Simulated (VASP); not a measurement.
Input of a VASP 6.6.1 run:

Contents of INCAR:

```
SYSTEM = Rh
PREC     = Accurate       ! precision mode
ENCUT    = 520            ! plane-wave cutoff, eV
EDIFF    = 1E-7           ! SCF threshold, eV
ISMEAR   = -1             ! smearing method
SIGMA    = 0.1            ! smearing width, eV
LREAL    = .False.        ! projectors in reciprocal space
LASPH    = .True.         ! aspherical terms in the spheres
NELM     = 60             ! most SCF steps
ALGO     = Normal         ! electronic algorithm
ISIF     = 2              ! what is computed and relaxed
LWAVE    = .False.        ! write WAVECAR
LCHARG   = .False.        ! write CHGCAR
GGA      = PS             ! functional
NBANDS   = 22             ! bands
```

The input KPOINTS:

```
regular mesh
0
Gamma
  12 12 7
  0 0 0
```

File POSCAR:

```
Rh
1.0
    2.6170534020      0.0000000000      0.0000000000
   -1.3085271801      2.2664345459      0.0000000000
    0.0000000000      0.0000000000      4.2437500263
Rh
2
Direct
    0.6666666667      0.3333333333      0.7500000000
    0.3333333333      0.6666666667      0.2500000000
```

Potentials or basis: VASP PAW PBE potentials, release 64 (Rh_pv).

The run is started by

```console
$ cat potpaw_PBE.64/Rh_pv/POTCAR > POTCAR
$ mpirun -np 1 vasp_std > vasp.out
```

Problem. Estimate the band gap on the k mesh.

Solution. Zero (band 15 reaches 14.31 eV, above the bottom of band 16 at 11.50 eV).

Problem. What does it give for the pressure?

Solution. 26.5 GPa.

Stress tensor (GPa, compression positive):
```
26.67  0.00  0.00
 0.00 26.67  0.00
 0.00  0.00 26.03
```

Caveat: the PAW data sets were made with another functional, which shifts forces and pressure a little.
